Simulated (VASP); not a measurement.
Here is a VASP 6.6.1 calculation.

The input INCAR:

```
SYSTEM = Ru
PREC = Accurate ; ENCUT = 520
EDIFF = 1E-7 ; ISMEAR = -1
SIGMA = 0.1 ; LREAL = .False.
LASPH = .True. ; NELM = 80
ALGO = Normal ; ISIF = 2
LWAVE = .False. ; LCHARG = .True.
GGA = RP ; LELF = .True.
LVHAR = .True. ; NBANDS = 13
```

File KPOINTS:

```
Automatic mesh
0
Gamma
  15 15 15
  0 0 0
```

File POSCAR:

```
Ru
1.0
   -1.5353265948      1.5353265948      1.5353265948
    1.5353265948     -1.5353265948      1.5353265948
    1.5353265948      1.5353265948     -1.5353265948
Ru
1
Direct
    0.0000000000      0.0000000000      0.0000000000
```

Potentials or basis: VASP PAW PBE potentials, release 64 (Ru_pv).

Command:

```sh
$ cat potpaw_PBE.64/Ru_pv/POTCAR > POTCAR
$ mpirun -np 1 vasp_std > vasp.out
```

Question: What does it give for the band gap on the k mesh?

Answer: Zero (band 7 reaches 13.48 eV, above the bottom of band 8 at 10.48 eV).

Question: Estimate the pressure.

Answer: -0.1 GPa.

Caveat: the PAW data sets were made with another functional, which shifts forces and pressure a little.
